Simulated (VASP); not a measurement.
Here is a VASP 6.6.1 calculation.

Contents of INCAR:

```
  PREC = Accurate
  ENCUT = 520
  EDIFF = 1E-6
  ISMEAR = -1
  SIGMA = 0.02
  LREAL = Auto
  LASPH = T
  NELM = 60
  ALGO = Normal
  ISIF = 2
  LWAVE = F
  LCHARG = T
  GGA = PS
  LELF = T
  LVHAR = T
  NBANDS = 86
```

Contents of KPOINTS:

```
Automatic mesh
0
Gamma
  3 3 4
```

Contents of POSCAR:

```
GaN
1.0
    6.3662991625      0.0000000000      0.0000000000
   -3.1831495813      5.5133768028      0.0000000000
    0.0000000000      0.0000000000      5.1836255286
Ga N
8 8
Direct
    0.1656114502      0.3346167088      0.0006348838
    0.3231232165      0.1613829477      0.4976601774
    0.1612729135      0.8254634433      0.0068345986
    0.3354153267      0.6717523820      0.4951461069
    0.6682638343      0.3308894105     -0.0006456871
    0.8446884906      0.1694952174      0.4943156071
    0.6683126093      0.8442292567     -0.0055725476
    0.8286237048      0.6550664192      0.5010857720
    0.1743778006      0.3391475074      0.3686851972
    0.3284224539      0.1634863773      0.8816850243
    0.1617423117      0.8291796776      0.3810394846
    0.3350394518      0.6684990219      0.8780493450
    0.6699280102      0.3312109920      0.3769398444
    0.8393440513      0.1741854465      0.8727632764
    0.6717068708      0.8322103067      0.3795640694
    0.8285496254      0.6647352668      0.8757079336
```

Potentials or basis: VASP PAW PBE potentials, release 64 (Ga_d, N).

Run with:

```bash
$ cat potpaw_PBE.64/Ga_d/POTCAR potpaw_PBE.64/N/POTCAR > POTCAR
$ mpirun -np 1 vasp_std > vasp.out
```

Question: Predict the band gap on the k mesh.

Answer: 1.87 eV.

Question: Predict the largest force.

Answer: 1.084 eV/Å.

Stress tensor (GPa, compression positive):
```
-0.02 -0.46  0.21
-0.46  0.29  0.31
 0.21  0.31 -0.37
```

Caveat: the atoms stand as in a frame of molecular dynamics; the PAW data sets were made with another functional, which shifts forces and pressure a little. A hybrid or GW would open this gap; PBEsol tends to underestimate it.
